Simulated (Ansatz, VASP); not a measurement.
# Mg in VASP and in Ansatz

```
CELL_PARAMETERS angstrom
0.00000 2.24426 2.26670
2.24426 0.00000 2.26670
2.24426 2.24426 0.00000
ATOMIC_POSITIONS crystal
Mg 0.00000 0.00000 0.00000
```

Change from the starting cell: zz strain of +1 %.

Alike in both runs: task single point; functional PBE; k mesh 16 × 16 × 16; occupations fermi-dirac, width 0.03 eV; no spin polarisation.

|  | VASP | Ansatz |
| --- | --- | --- |
| version | VASP 6.6.1 | Ansatz 0.2.0 |
| potentials or method | VASP PAW PBE potentials, release 64 (Mg), cutoff 520 eV | all-electron LAPW, scalar-relativistic |

```tsv
	VASP	Ansatz	Ansatz less VASP
pressure (GPa)	0.3	0.4	+0.10
traceless stress, the component that is largest in VASP (GPa)	0.12	0.12	+0.001
```

Ansatz ran all-electron here, and VASP with PAW potentials.
